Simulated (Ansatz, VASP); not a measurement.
Two plane-wave programs on AlN

```
Al N
1.0
     0.00000    2.00412    2.00412
     2.00412    0.00000    2.00412
     2.00412    2.00412    0.00000
Al N
1 1
Cartesian
  0.0000 0.0000 0.0000
  2.0041 2.0041 2.0041
```

Alike in both runs: task single point; functional PBE; dispersion D3(BJ); k mesh 10 × 10 × 10; occupations gaussian, width 0.05 eV; no spin polarisation.

|  | VASP | Ansatz |
| --- | --- | --- |
| version | VASP 6.6.1 | Ansatz 0.2.0 |
| potentials or method | VASP PAW PBE potentials, release 64 (Al, N), cutoff 600 eV | scalar-relativistic, plane waves, PAW |
| valence electrons in the cell | 8 | 8 |

|  | VASP | Ansatz | Ansatz less VASP |
| --- | --- | --- | --- |
| gap on the k mesh at the Fermi level (eV) | 4.86 | 4.89 | +0.024 |
| least direct gap on the mesh (eV) | 6.06 | 6.05 | -0.014 |
| pressure (GPa) | 5.1 | 5.6 | +0.46 |
